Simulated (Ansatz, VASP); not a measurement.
## One calculation of Cu, two programs

```
Cu
1.0
     0.00000    1.87077    1.82623
     1.87077    0.00000    1.82623
     1.87077    1.87077    0.00000
Cu
1
Direct
  0.00000 0.00000 0.00000
```

Change from the starting cell: strain +0.050 along x and y, +0.025 along z, atoms carried along.

Alike in both runs: task single point; functional PBEsol; k mesh 28 × 28 × 28; occupations gaussian, width 0.15 eV; no spin polarisation.

```csv
,VASP,Ansatz
version,VASP 6.6.1,Ansatz 0.2.0
potentials or method,"VASP PAW PBE potentials, release 64 (Cu), cutoff 520 eV","scalar-relativistic, plane waves, PAW"
valence electrons in the cell,11,19
```

VASP gave:

| Item | Value |
| --- | --- |
| gap on the k mesh at the Fermi level (eV) | none |
| pressure (GPa) | -14.4 |
| traceless stress, the component that is largest in VASP (GPa) | 0.67 |

Which values does Ansatz return?

gap on the k mesh at the Fermi level (eV): none; pressure (GPa): -15.1; traceless stress, the component that is largest in VASP (GPa): 0.68.

VASP's potentials were made for PBE, not for PBEsol. A gap of «none» marks a metal or a gap that the smearing closes. With one functional, cell and mesh, what is left measures potentials, basis and numerics. VASP's potentials hold 11 valence electrons a cell and Ansatz's 19, so a difference there can come from the potentials and not from the codes.
